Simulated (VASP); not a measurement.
**Fe: relaxation of cell and atoms with BLYP**

Fe:

```
Fe
1.0
     2.33426    0.00000    0.00000
     0.00000    2.33426    0.00000
     0.00000    0.00000    2.33426
Fe
1
Direct
  0.00000 0.00000 0.00000
```

| Quantity | Value |
| --- | --- |
| Program | VASP 6.6.1 |
| Task | relaxation of cell and atoms |
| Functional | BLYP |
| Potentials or basis | VASP PAW PBE potentials, release 64 (Fe) |
| Cutoff | 600 eV |
| k mesh | 13 × 13 × 13 |
| Occupations | fermi-dirac, width 0.05 eV |
| Spin | collinear spin, ferromagnetic start |
| Starting moments | [2.5] μB |
| Dipole correction | no |
| Further INCAR settings | ALGO = Normal; EDIFF = 1e-06; IBRION = 2; EDIFFG = -0.01; NSW = 80; ISIF = 3 |

| Quantity | Value |
| --- | --- |
| Relaxed volume | 13.93 Å³/atom |
| Relaxed cell | a = 2.406 Å, b = 2.406 Å, c = 2.406 Å, α = 90.00°, β = 90.00°, γ = 90.00° |
| Space group after relaxing (to 0.05 Å) | Pm-3m (No. 221) |
| Energy gained by relaxing | 44.4 meV/atom |
| Ionic steps | 3 |
| Pressure after relaxing | -0.1 GPa |
| Net moment | 2.44 μB per cell |
| Site moments | Fe +2.42 μB |
| Valence electrons inside the program's atomic spheres | Fe 7.15 |

The path:
```tsv
step	energy change (eV)	largest force (eV/Å)	pressure (GPa)	volume (Å³)
1	0.0000	0.0000	12.57	12.72
2	-0.0323	0.0000	-5.00	14.65
3	-0.0444	0.0000	-0.08	13.93
```

Final structure:
```cif
data_structure
_symmetry_space_group_name_H-M 'P 1'
_symmetry_Int_Tables_number 1
_cell_length_a 2.4064
_cell_length_b 2.4064
_cell_length_c 2.4064
_cell_angle_alpha 90.000
_cell_angle_beta 90.000
_cell_angle_gamma 90.000
_cell_volume 13.93
loop_
_atom_site_label
_atom_site_type_symbol
_atom_site_fract_x
_atom_site_fract_y
_atom_site_fract_z
_atom_site_occupancy
Fe1 Fe 0.00000 0.00000 0.00000 1
```

Levels at points of the mesh, in eV from the Fermi level:
Spin up:
```
           k point  band 2  band 3  band 4  band 5  band 6  band 7  band 8  band 9
(0.00, 0.00, 0.00)   -3.77   -3.77   -0.65   -0.65   -0.65   18.17   18.17   18.17
```
Spin down:
```tsv
k point	band 1	band 2	band 3	band 4	band 5	band 6	band 7	band 8
(0.00, 0.00, 0.00)	-7.15	-2.29	-2.29	2.30	2.30	2.30	18.74	18.74
```

Run time: 78 s on 1 thread of Intel Xeon 6975P-C, on a shared host, peak memory 0.15 GiB.

Caveat: the PAW data sets were made with another functional, which shifts forces and pressure a little.
